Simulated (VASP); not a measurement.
A run of VASP 6.6.1 is set up as follows.

Contents of POSCAR:

```
ZnSe
1.0
    0.0000000000      2.8710911185      2.8710911185
    2.8710911185      0.0000000000      2.8710911185
    2.8710911185      2.8710911185      0.0000000000
Se Zn
1 1
Direct
    0.7500000000      0.7500000000      0.7500000000
    0.0000000000      0.0000000000      0.0000000000
```

The input INCAR.step1:

```
ALGO = Normal ; EDIFF = 1E-5
ENCUT = 520 ; GGA = PE
ISIF = 2 ; ISMEAR = -1
LASPH = T ; LREAL = F
LWAVE = T ; NBANDS = 16
NELM = 100 ; PREC = Accurate
SIGMA = 0.05
```

The input INCAR.step2:

```
AEXX = 0.5 ; AGGAC = 1.0
AGGAX = 0.5 ; ALDAC = 0.0
ALDAX = 0.5 ; ALGO = Normal
EDIFF = 1E-7 ; ENCUT = 520
GGA = B5 ; ISIF = 2
ISMEAR = -1 ; ISTART = 1
LASPH = T ; LCHARG = T
LELF = T ; LHFCALC = T
LREAL = F ; LVHAR = T
LWAVE = F ; NBANDS = 16
NELM = 100 ; PREC = Accurate
PRECFOCK = Normal ; SIGMA = 0.05
```

The input KPOINTS:

```
k-points
0
Gamma
  4 4 4
```

Potentials or basis: VASP PAW PBE potentials, release 64 (Se, Zn).

Launch:

```console
$ cat potpaw_PBE.64/Se/POTCAR potpaw_PBE.64/Zn/POTCAR > POTCAR
$ cp INCAR.step1 INCAR
$ mpirun -np 1 vasp_std > vasp.out
$ cp INCAR.step2 INCAR
$ mpirun -np 1 vasp_std > vasp.out
```

Predict the pressure.

0.2 GPa.

Predict the band gap on the k mesh.

4.85 eV.

Caveat: the k points lie up to 0.47 Å⁻¹ apart; the PAW data sets were made with another functional, which shifts forces and pressure a little.
